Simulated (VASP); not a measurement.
Set up this calculation in VASP 6.6.1, as the native input.

- Task: single point
- Functional: PBEsol
- Dispersion: D4
- Potentials or basis: VASP PAW PBE potentials, release 64 (Hf_pv, N)
- Cutoff: 600 eV
- k mesh: 10 × 10 × 10
- Occupations: fermi-dirac, width 0.05 eV
- Spin: no spin polarisation
- Dipole correction: no
- Further INCAR settings: ALGO = Normal; EDIFF = 1e-06; NBANDS = 14

The structure of HfN lies in POSCAR:

```
HfN
1.0
    0.0000000000      2.2437288286      2.2437288286
    2.2437288286      0.0000000000      2.2437288286
    2.2437288286      2.2437288286      0.0000000000
Hf N
1 1
Direct
    0.0000000000      0.0000000000      0.0000000000
    0.5000000000      0.5000000000      0.5000000000
```

One way to write it, as run:

INCAR

```
SYSTEM = HfN
  PREC = Accurate
  ENCUT = 600
  EDIFF = 1E-6
  ISMEAR = -1
  SIGMA = 0.05
  LREAL = .FALSE.
  LASPH = .TRUE.
  NELM = 120
  ALGO = Normal
  ISIF = 2
  LWAVE = .FALSE.
  LCHARG = .FALSE.
  GGA = PS
  IVDW = 13
  NBANDS = 14
  GGA_COMPAT = .FALSE.
```

KPOINTS

```
regular mesh
0
G
  10 10 10
  0 0 0
```

Potentials or basis: VASP PAW PBE potentials, release 64 (Hf_pv, N).

Run with:

```bash
$ cat potpaw_PBE.64/Hf_pv/POTCAR potpaw_PBE.64/N/POTCAR > POTCAR
$ mpirun -np 1 vasp_std > vasp.out
```

It gave:

```json
{"Pressure": "-2.3 GPa", "Dispersion energy per atom": "-0.166 eV"}
```

Caveat: the PAW data sets were made with another functional, which shifts forces and pressure a little; pairwise dispersion overbinds metals, which lowers pressure and volume.

It took 19 s on 1 thread of Intel(R) Xeon(R) Platinum 8488C (Sapphire Rapids), with other jobs on the host, peak memory 0.17 GiB.
